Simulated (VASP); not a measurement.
Here is a VASP 6.6.1 calculation.

Contents of INCAR:

```
SYSTEM = Mg2Pd
  PREC = Accurate
  ENCUT = 520
  EDIFF = 1E-6
  ISMEAR = 1
  SIGMA = 0.15
  LREAL = .FALSE.
  LASPH = .TRUE.
  NELM = 60
  ALGO = Normal
  ISIF = 2
  LWAVE = .FALSE.
  LCHARG = .FALSE.
  GGA = CA
  NBANDS = 14
```

Contents of KPOINTS:

```
regular mesh
0
G
  8 8 8
  0 0 0
```

POSCAR

```
Mg2Pd
1.0
   -1.6200259000      1.6200259000      5.0401132800
    1.6200259000     -1.6200259000      5.0401132800
    1.6200259000      1.6200259000     -5.0401132800
Mg Pd
2 1
Direct
    0.6472166100      0.6472166100      0.0000000000
    0.3527833900      0.3527833900      0.0000000000
    0.0000000000      0.0000000000      0.0000000000
```

Potentials or basis: VASP PAW LDA potentials, release 64 (Mg, Pd).

Run with:

```sh
$ cat potpaw_LDA.64/Mg/POTCAR potpaw_LDA.64/Pd/POTCAR > POTCAR
$ mpirun -np 1 vasp_std > vasp.out
```

Problem. Estimate the band gap on the k mesh.

Solution. Zero (band 7 reaches 6.87 eV, above the bottom of band 8 at 4.25 eV).

Problem. Estimate the pressure.

Solution. -3.9 GPa.

Stress tensor (GPa, compression positive):
```
-4.08  0.00  0.00
 0.00 -4.08  0.00
 0.00  0.00 -3.67
```
